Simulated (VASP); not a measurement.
# Si7B (P-43m) in VASP: notebook

The runs below take Si7B through relaxation of cell and atoms, single point, with PBE.

All numbers are computed with VASP 6.6.1; they aren't measurements. Logs are shortened: lines on timing, memory, paths and dates and some standing lists are left out, and cuts for length are marked.

## (1) The cell of the first run

It takes space group P-43m (No. 215, cubic). Conventional cell: a = 5.292 Å, b = 5.292 Å, c = 5.292 Å, α = 90.00°, β = 90.00°, γ = 90.00°. Within 3.0 Å of Si (site symmetry 3m) lie 3 Si at 2.28 Å and 1 B at 2.32 Å. Si (site symmetry -42m) has 4 Si at 2.28 Å within 3.0 Å. Within 3.1 Å of B (site symmetry -43m) lie 4 Si at 2.32 Å.

The cell was generated, and may not be a known phase.

## (2) Relaxation of cell and atoms, PBE

Contents of INCAR:

```
ALGO = Normal
EDIFF = 1E-6
EDIFFG = -0.08
ENCUT = 600
GGA = PE
IBRION = 2
ISIF = 3
ISMEAR = 0
LASPH = T
LCHARG = F
LREAL = F
LWAVE = F
NELM = 60
NSW = 36
PREC = Accurate
SIGMA = 0.2
```

Contents of KPOINTS:

```
k-points
0
Gamma
  3 3 3
```

Contents of POSCAR:

```
Si7B
1.0
    5.2922902700      0.0000000000      0.0000000000
    0.0000000000      5.2922902700      0.0000000000
    0.0000000000      0.0000000000      5.2922902700
Si B
7 1
Direct
    0.2526152100      0.2526152100      0.2526152100
    0.0000000000      0.5000000000      0.5000000000
    0.5000000000      0.5000000000      0.0000000000
    0.5000000000      0.0000000000      0.5000000000
    0.7473847900      0.2526152100      0.7473847900
    0.7473847900      0.7473847900      0.2526152100
    0.2526152100      0.7473847900      0.7473847900
    0.0000000000      0.0000000000      0.0000000000
```

Potentials or basis: VASP PAW PBE potentials, release 64 (Si, B).

Launch:

```console
$ cat potpaw_PBE.64/Si/POTCAR potpaw_PBE.64/B/POTCAR > POTCAR
$ mpirun -np 1 vasp_std > vasp.out
```

OUTCAR:

```text
EDIFF = 1E-6
   EDIFFG = -0.08
   ENCUT = 600
   GGA = PE
   IBRION = 2
   ISIF = 3
   ISMEAR = 0
   LASPH = T
   LREAL = F
   NELM = 60
   NSW = 36
   PREC = Accurate

 ion  position               nearest neighbor table
   1  0.253  0.253  0.253-   2 2.28   3 2.28   4 2.28   8 2.32
   2  0.000  0.500  0.500-   1 2.28   5 2.28   6 2.28   7 2.28
   3  0.500  0.500  0.000-   1 2.28   5 2.28   6 2.28   7 2.28
   4  0.500  0.000  0.500-   1 2.28   5 2.28   6 2.28   7 2.28
   5  0.747  0.253  0.747-   2 2.28   3 2.28   4 2.28   8 2.32
   6  0.747  0.747  0.253-   2 2.28   3 2.28   4 2.28   8 2.32
   7  0.253  0.747  0.747-   2 2.28   3 2.28   4 2.28   8 2.32
   8  0.000  0.000  0.000-   1 2.32   5 2.32   6 2.32   7 2.32

  LATTYP: Found a simple cubic cell.
 ALAT       =     5.2922902700

  Lattice vectors:

 A1 = (   5.2922902700,   0.0000000000,   0.0000000000)
 A2 = (   0.0000000000,   5.2922902700,   0.0000000000)
 A3 = (   0.0000000000,   0.0000000000,   5.2922902700)

Analysis of symmetry for initial positions (statically):
=====================================================================
 Subroutine PRICEL returns:
 Original cell was already a primitive cell.

 Routine SETGRP: Setting up the symmetry group for a
 simple cubic supercell.

 Subroutine GETGRP returns: Found 24 space group operations
 (whereof 24 operations were pure point group operations)
 out of a pool of 48 trial point group operations.

The static configuration has the point symmetry T_d .

Analysis of symmetry for dynamics (positions and initial velocities):
=====================================================================
 Subroutine PRICEL returns:
 Original cell was already a primitive cell.

 Routine SETGRP: Setting up the symmetry group for a
 simple cubic supercell.

 Subroutine GETGRP returns: Found 24 space group operations
 (whereof 24 operations were pure point group operations)
 out of a pool of 48 trial point group operations.

The dynamic configuration has the point symmetry T_d .

 Subroutine INISYM returns: Found 24 space group operations
 (whereof 24 operations are pure point group operations),
 and found     1 'primitive' translations

----------------------------------------------------------------------------------------

                                     Primitive cell

  volume of cell :     148.2282

  direct lattice vectors                    reciprocal lattice vectors
     5.292290270  0.000000000  0.000000000     0.188954110  0.000000000  0.000000000
     0.000000000  5.292290270  0.000000000     0.000000000  0.188954110  0.000000000
     0.000000000  0.000000000  5.292290270     0.000000000  0.000000000  0.188954110

  length of vectors
     5.292290270  5.292290270  5.292290270     0.188954110  0.188954110  0.188954110

  position of ions in fractional coordinates (direct lattice)
     0.252615210  0.252615210  0.252615210
     0.000000000  0.500000000  0.500000000
     0.500000000  0.500000000  0.000000000
     0.500000000  0.000000000  0.500000000
     0.747384790  0.252615210  0.747384790
     0.747384790  0.747384790  0.252615210
     0.252615210  0.747384790  0.747384790
     0.000000000  0.000000000  0.000000000

  ion indices of the primitive-cell ions
   primitive index   ion index
                 1           1
                 2           2
                 3           3
                 4           4
                 5           5
                 6           6
                 7           7
                 8           8

----------------------------------------------------------------------------------------

 KPOINTS: k-points

Automatic generation of k-mesh.
 Grid dimensions read from file:
 generate k-points for:    3    3    3

 Generating k-lattice:

  Cartesian coordinates                     Fractional coordinates (reciprocal lattice)
     0.062984703  0.000000000  0.000000000     0.333333333  0.000000000  0.000000000
     0.000000000  0.062984703  0.000000000     0.000000000  0.333333333  0.000000000
     0.000000000  0.000000000  0.062984703     0.000000000  0.000000000  0.333333333

  Length of vectors
     0.062984703  0.062984703  0.062984703

  Shift w.r.t. Gamma in fractional coordinates (k-lattice)
     0.000000000  0.000000000  0.000000000

 Subroutine IBZKPT returns following result:
 ===========================================

 Found      4 irreducible k-points:

 Following reciprocal coordinates:
            Coordinates               Weight
  0.000000  0.000000  0.000000      1.000000
  0.333333  0.000000  0.000000      6.000000
  0.333333  0.333333  0.000000     12.000000
  0.333333  0.333333  0.333333      8.000000
   k-points           NKPTS =      4   k-points in BZ     NKDIM =      4   number of bands    NBANDS=     20
   number of dos      NEDOS =    301   number of ions     NIONS =      8
   total plane-waves  NPLWV =  74088
   dimension x,y,z NGX =    42 NGY =   42 NGZ =   42
   dimension x,y,z NGXF=    84 NGYF=   84 NGZF=   84
   ions per type =               7   1
   NGX,Y,Z   is equivalent  to a cutoff of  13.19, 13.19, 13.19 a.u.
   NGXF,Y,Z  is equivalent  to a cutoff of  26.39, 26.39, 26.39 a.u.
 SYSTEM =  unknown system
   PREC   = accura    normal or accurate (medium, high low for compatibility)
   ISTART =      0    job   : 0-new  1-cont  2-samecut
   ICHARG =      2    charge: 1-file 2-atom 10-const
   ISPIN  =      1    spin polarized calculation?
   LNONCOLLINEAR =      F non collinear calculations
   LSORBIT =      F    spin-orbit coupling
   LASPH  =      T    aspherical Exc in radial PAW
   ENCUT  =  600.0 eV  44.10 Ry    6.64 a.u.  10.57 10.57 10.57*2*pi/ulx,y,z
   NELM   =     60;   NELMIN=  2; NELMDL= -5     # of ELM steps
   EDIFF  = 0.1E-05   stopping-criterion for ELM
   LREAL  =      F    real-space projection
   EDIFFG = -.8E-01   stopping-criterion for IOM
   NSW    =     36    number of steps for IOM
   IBRION =      2    ionic relax: 0-MD 1-quasi-New 2-CG
   NFREE  =      1    steps in history (QN), initial steepest desc. (CG)
   ISIF   =      3    stress and relaxation
   ISYM   =      2    0-nonsym 1-usesym 2-fastsym
   POTIM  = 0.5000    time-step for ionic-motion
   TEBEG  =    0.0;   TEEND  =   0.0 temperature during run
   PSTRESS=    0.0 pullay stress
   NELECT =      31.0000    total number of electrons
   NUPDOWN=      -1.0000    fix difference up-down
   EMIN   =  10.00;   EMAX   =-10.00  energy-range for DOS
   EFERMI =   0.00;   METHOD = LEGACY
   ISMEAR =     0;   SIGMA  =   0.20  broadening in eV -4-tet -1-fermi 0-gaus
   EFERMI_NEDOS =   21; number of points for ismear=-14 and -15
   IALGO  =     38    algorithm
   IMIX   =      4    mixing-type and parameters
     AMIX     =   0.40;   BMIX     =  1.00
     AMIX_MAG =   1.60;   BMIX_MAG =  1.00
  volume/ion in A,a.u.               =      18.53       125.04
  Fermi-wavevector in a.u.,A,eV,Ry     =   0.971744  1.836329 12.847789  0.944286
  Thomas-Fermi vector in A             =   2.101986
   LORBIT       =      0    0 simple, 1 ext, 2 COOP (PROOUT), +10 PAW based schemes
   GGA     = PE    functional components
   LHFCALC =     F    Hartree Fock is set to
   AEXX    =    0.0000 exact exchange contribution
   IVDW    =     0    specifies the selected vdW correction
   LEPSILON=     F    determine dielectric tensor
   LRPA    =     F    only Hartree local field effects (RPA)
 conjugate gradient relaxation of ions
 non-spin polarized calculation
 Gauss-broadening in eV      SIGMA  =   0.20
  energy-cutoff  :      600.00
  volume of cell :      148.23
 maximum number of plane-waves:      4957
 NGX is ok and might be reduce to    42
   NGX = 21   NGY = 21   NGZ = 21

--------------------------------------- Ionic step        1  -------------------------------------------

 number of electron      31.0000001 magnetization

 Free energy of the ion-electron system (eV)
  ---------------------------------------------------
  ext. energy  EPLUGINS =         0.00000000
  ---------------------------------------------------
  free energy    TOTEN  =       -42.39014791 eV

  energy without entropy =      -42.33863198  energy(sigma->0) =      -42.36438995

------------------------ aborting loop because EDIFF is reached ----------------------------------------

  FORCE on cell =-STRESS in cart. coord.  units (eV):
  Direction    XX          YY          ZZ          XY          YZ          ZX
  --------------------------------------------------------------------------------------
  -------------------------------------------------------------------------------------
  Total        2.2918794      2.2918794      2.2918794      0.0000000      0.0000000     -0.0000000
  in kB       24.7725875     24.7725875     24.7725875      0.0000000      0.0000000     -0.0000000
  external PRESSURE =      24.7725875 kB  Pullay stress =       0.0000000 kB
[... 195 lines left out ...]
  energy  without entropy=      -43.7353076669  energy(sigma->0) =      -43.75893292

--------------------------------------- Ionic step        6  -------------------------------------------

 number of electron      31.0000002 magnetization

 Free energy of the ion-electron system (eV)
  ---------------------------------------------------
  ext. energy  EPLUGINS =         0.00000000
  ---------------------------------------------------
  free energy    TOTEN  =       -43.78843443 eV

  energy without entropy =      -43.74395009  energy(sigma->0) =      -43.76619226

 E-fermi :   5.5870     XC(G=0):  -9.6250

 val. band max:        5.3284005327   @ k =   0.3333   0.3333   0.3333
 cond. band min:       5.7217918648   @ k =   0.3333   0.3333   0.0000
 fundamental gap:      0.3933913321
 Fermi energy:         5.5869509954

 k-point     1 :       0.0000    0.0000    0.0000
  band No.  band energies     occupation
      1      -6.2105      2.00000
      2      -1.7972      2.00000
      3      -1.7972      2.00000
      4      -1.7972      2.00000
      5      -1.7896      2.00000
      6      -1.7896      2.00000
[... 12 lines left out ...]
     19       6.9533      0.00000
     20       6.9533      0.00000

 k-point     2 :       0.3333    0.0000    0.0000
  band No.  band energies     occupation
      1      -5.6936      2.00000
      2      -4.1686      2.00000
      3      -1.6427      2.00000
      4      -1.6427      2.00000
      5      -1.6151      2.00000
      6      -1.5706      2.00000
[... 12 lines left out ...]
     19       8.1810      0.00000
     20       8.8087      0.00000

 k-point     3 :       0.3333    0.3333    0.0000
  band No.  band energies     occupation
      1      -5.1940      2.00000
      2      -3.7843      2.00000
      3      -3.7036      2.00000
      4      -2.6629      2.00000
      5      -0.6894      2.00000
      6       0.4800      2.00000
[... 12 lines left out ...]
     19       9.1865      0.00000
     20       9.5298      0.00000

 k-point     4 :       0.3333    0.3333    0.3333
  band No.  band energies     occupation
      1      -4.7286      2.00000
      2      -3.5135      2.00000
      3      -3.5135      2.00000
      4      -3.4679      2.00000
      5      -0.7880      2.00000
      6      -0.7880      2.00000
[... 12 lines left out ...]
     19       8.2829      0.00000
     20       8.5941      0.00000
[... 33 lines left out ...]
  FREE ENERGIE OF THE ION-ELECTRON SYSTEM (eV)
  ---------------------------------------------------
  free  energy   TOTEN  =       -43.7884344276 eV

  energy  without entropy=      -43.7439500908  energy(sigma->0) =      -43.76619226

 reached required accuracy - stopping structural energy minimisation
```

It took 39 s on 1 thread of Intel Xeon 6975P-C (Granite Rapids), shared host; peak memory 0.25 GiB.

Results:

| Quantity | Value |
| --- | --- |
| Free energy | -43.7884 eV |
| Relaxed volume | 18.24 Å³/atom |
| Relaxed cell | a = 5.265 Å, b = 5.265 Å, c = 5.265 Å, α = 90.00°, β = 90.00°, γ = 90.00° |
| Space group after relaxing (to 0.1 Å) | P-43m (No. 215) |
| Energy gained by relaxing | 174.8 meV/atom |
| Ionic steps | 6 |
| Pressure after relaxing | 0.0 GPa |
| Largest force after relaxing | 0.044 eV/Å |
| Band gap on the k mesh | zero (an odd number of electrons rules out a gap without spin polarisation) |

Forces on the atoms (eV/Å):
```
Si  -0.026 -0.026 -0.026
Si   0.000  0.000  0.000
Si   0.000  0.000  0.000
Si   0.000  0.000  0.000
Si   0.026 -0.026  0.026
Si   0.026  0.026 -0.026
Si  -0.026  0.026  0.026
B    0.000  0.000  0.000
```

Step by step:
```
step  energy change (eV)  largest force (eV/Å)  pressure (GPa)  volume (Å³)
   1              0.0000                2.7353            2.48       148.23
   2             -1.0169                1.2049           -3.92       154.46
   3             -1.1271                0.5081           -5.87       157.17
   4             -1.3364                0.5964            2.10       142.71
   5             -1.3924                0.1802           -0.72       146.95
   6             -1.3983                0.0443            0.05       145.91
```

Final structure:
```yaml
crystal:
  lattice:
    - [5.26454, 0.00000, 0.00000]
    - [0.00000, 5.26454, 0.00000]
    - [0.00000, 0.00000, 5.26454]
  atoms:
    - { symbol: Si, position: [0.22740, 0.22740, 0.22740] }
    - { symbol: Si, position: [0.00000, 0.50000, 0.50000] }
    - { symbol: Si, position: [0.50000, 0.50000, 0.00000] }
    - { symbol: Si, position: [0.50000, 0.00000, 0.50000] }
    - { symbol: Si, position: [0.77260, 0.22740, 0.77260] }
    - { symbol: Si, position: [0.77260, 0.77260, 0.22740] }
    - { symbol: Si, position: [0.22740, 0.77260, 0.77260] }
    - { symbol: B, position: [0.00000, 0.00000, 0.00000] }
```

Caveat: the k points lie up to 0.40 Å⁻¹ apart in the final cell, too coarse for converged energies and pressures of a metal; the relaxation stopped at a loose force limit of 0.08 eV/Å, so its end isn't a converged minimum.

## (3) Single point, PBE (17.14 Å³/atom)

This run uses another cell than the first one, of 17.14 Å³/atom.

Contents of INCAR:

```
SYSTEM = Si7B
PREC = Accurate ; ENCUT = 520
EDIFF = 1E-6 ; ISMEAR = 0
SIGMA = 0.1 ; LREAL = .False.
LASPH = .True. ; NELM = 60
ALGO = Normal ; ISIF = 2
LWAVE = .False. ; LCHARG = .False.
GGA = PE ; NBANDS = 26
```

Contents of KPOINTS:

```
regular mesh
0
Gamma
  6 6 6
  0 0 0
```

Contents of POSCAR:

```
Si7B
1.0
    5.1565652677      0.0000000000      0.0000000000
    0.0000000000      5.1565652677      0.0000000000
    0.0000000000      0.0000000000      5.1565652677
Si B
7 1
Direct
    0.2261995970      0.2261995970      0.2261995970
    0.0000000000      0.5000000000      0.5000000000
    0.5000000000      0.5000000000      0.0000000000
    0.5000000000      0.0000000000      0.5000000000
    0.7738004030      0.2261995970      0.7738004030
    0.7738004030      0.7738004030      0.2261995970
    0.2261995970      0.7738004030      0.7738004030
    0.0000000000      0.0000000000      0.0000000000
```

Potentials or basis: VASP PAW PBE potentials, release 64 (Si, B).

Launch:

```console
$ cat potpaw_PBE.64/Si/POTCAR potpaw_PBE.64/B/POTCAR > POTCAR
$ mpirun -np 1 vasp_std > vasp.out
```

Wall time 24 s (1 thread of Intel Xeon 6975P-C (Granite Rapids), shared host); peak memory 0.25 GiB.

It converged, with:

| Item | Value |
| --- | --- |
| Free energy | -43.6271 eV |
| Pressure | 6.7 GPa |
| Largest force | 0.012 eV/Å |
| Band gap on the k mesh | zero (an odd number of electrons rules out a gap without spin polarisation) |

Forces on the atoms (eV/Å):
```
Si   0.007  0.007  0.007
Si   0.000  0.000  0.000
Si   0.000  0.000  0.000
Si   0.000  0.000  0.000
Si  -0.007  0.007 -0.007
Si  -0.007 -0.007  0.007
Si   0.007 -0.007 -0.007
B    0.000  0.000  0.000
```

Levels at points of the mesh, in eV from the Fermi level:
| k point | band 12 | band 13 | band 14 | band 15 | band 16 | band 17 | band 18 | band 19 | band 20 | band 21 |
| --- | --- | --- | --- | --- | --- | --- | --- | --- | --- | --- |
| (0.00, 0.00, 0.00) | -2.51 | -2.51 | 0.84 | 0.84 | 0.84 | 0.88 | 0.88 | 1.35 | 1.35 | 1.35 |
| (0.50, 0.00, 0.00) | -2.50 | -1.70 | -1.70 | -0.99 | -0.99 | 1.78 | 1.84 | 3.56 | 3.87 | 4.90 |
| (0.50, 0.50, 0.00) | -3.21 | -0.98 | -0.98 | -0.79 | -0.15 | 2.86 | 3.33 | 3.33 | 3.54 | 5.14 |
| (0.50, 0.50, 0.50) | -0.58 | -0.58 | -0.58 | 0.01 | 0.01 | 2.11 | 2.98 | 2.98 | 2.98 | 3.91 |

Caveat: the cell stands under pressure.

## (4) Single point, PBE

This run uses another cell than the first one, of 18.23 Å³/atom.

Contents of INCAR:

```
SYSTEM = Si7B
PREC     = Accurate       ! precision mode
ENCUT    = 520            ! plane-wave cutoff, eV
EDIFF    = 1E-7           ! SCF threshold, eV
ISMEAR   = 0              ! smearing method
SIGMA    = 0.1            ! smearing width, eV
LREAL    = .FALSE.        ! projectors in reciprocal space
LASPH    = .TRUE.         ! aspherical terms in the spheres
NELM     = 100            ! most SCF steps
ALGO     = Normal         ! electronic algorithm
ISIF     = 2              ! what is computed and relaxed
LWAVE    = .FALSE.        ! write WAVECAR
LCHARG   = .TRUE.         ! write CHGCAR
GGA      = PE             ! functional
LELF     = .TRUE.         ! ELF
LVHAR    = .TRUE.       
NBANDS   = 26             ! bands
```

Contents of KPOINTS:

```
Automatic mesh
0
G
  6 6 6
  0 0 0
```

Contents of POSCAR:

```
Si7B
1.0
    5.2640244914      0.0000000000      0.0000000000
    0.0000000000      5.2640244914      0.0000000000
    0.0000000000      0.0000000000      5.2640244914
Si B
7 1
Direct
    0.2268677300      0.2268677300      0.2268677300
    0.0000000000      0.5000000000      0.5000000000
    0.5000000000      0.5000000000      0.0000000000
    0.5000000000      0.0000000000      0.5000000000
    0.7731322700      0.2268677300      0.7731322700
    0.7731322700      0.7731322700      0.2268677300
    0.2268677300      0.7731322700      0.7731322700
    0.0000000000      0.0000000000      0.0000000000
```

Launch:

```console
$ cat potpaw_PBE.64/Si/POTCAR potpaw_PBE.64/B/POTCAR > POTCAR
$ mpirun -np 1 vasp_std > vasp.out
```

Wall time 29 s (1 thread of Intel Xeon 6975P-C (Granite Rapids), shared host); peak memory 0.25 GiB.

The run converged. Its results:

| Property | Result |
| --- | --- |
| Free energy | -43.7994 eV |
| Pressure | -0.1 GPa |
| Largest force | 0.010 eV/Å |
| Band gap on the k mesh | zero (an odd number of electrons rules out a gap without spin polarisation) |

Forces in eV/Å, atoms in the order of the input:
```
Si   0.006  0.006  0.006
Si   0.000  0.000  0.000
Si   0.000  0.000  0.000
Si   0.000  0.000  0.000
Si  -0.006  0.006 -0.006
Si  -0.006 -0.006  0.006
Si   0.006 -0.006 -0.006
B    0.000  0.000  0.000
```

Levels at points of the mesh, in eV from the Fermi level:
| k point | band 12 | band 13 | band 14 | band 15 | band 16 | band 17 | band 18 | band 19 | band 20 | band 21 |
| --- | --- | --- | --- | --- | --- | --- | --- | --- | --- | --- |
| (0.00, 0.00, 0.00) | -2.33 | -2.33 | 0.81 | 0.81 | 0.81 | 0.99 | 0.99 | 1.44 | 1.44 | 1.44 |
| (0.50, 0.00, 0.00) | -2.54 | -1.56 | -1.56 | -0.92 | -0.92 | 1.83 | 1.87 | 3.60 | 3.86 | 4.84 |
| (0.50, 0.50, 0.00) | -3.00 | -0.89 | -0.89 | -0.75 | -0.14 | 2.85 | 3.32 | 3.32 | 3.41 | 5.04 |
| (0.50, 0.50, 0.50) | -0.56 | -0.56 | -0.56 | 0.00 | 0.00 | 1.99 | 2.68 | 2.68 | 2.68 | 3.89 |

## (5) Overview

```tsv
task	cell	k mesh	cutoff (eV)	smearing	gap on the mesh (eV)	pressure (GPa)	largest force (eV/Å)
relaxation of cell and atoms	relaxed from a = 5.292 Å, 8 atoms, atomic positions A	3 × 3 × 3	600	gaussian 0.2 eV	none	0.0	0.04
single point	a = 5.157 Å, 8 atoms, atomic positions B	6 × 6 × 6	520	gaussian 0.1 eV	none	6.7	0.01
single point	a = 5.264 Å, 8 atoms, atomic positions C	6 × 6 × 6	520	gaussian 0.1 eV	none	-0.1	0.01
```

Alike in all rows: level PBE; potentials or basis VASP PAW PBE potentials, release 64 (Si, B); no spin polarisation.

Caveats: some runs use coarse meshes; the relaxation stopped at a loose force limit of 0.08 eV/Å, so its end isn't a converged minimum (at least some runs); the cell stands under pressure (at least some runs).

Total energies depend on the potentials used, so only differences within one code and one set of settings carry meaning.

The gap in the log of VASP goes by the Fermi energy; the results here count the filled bands.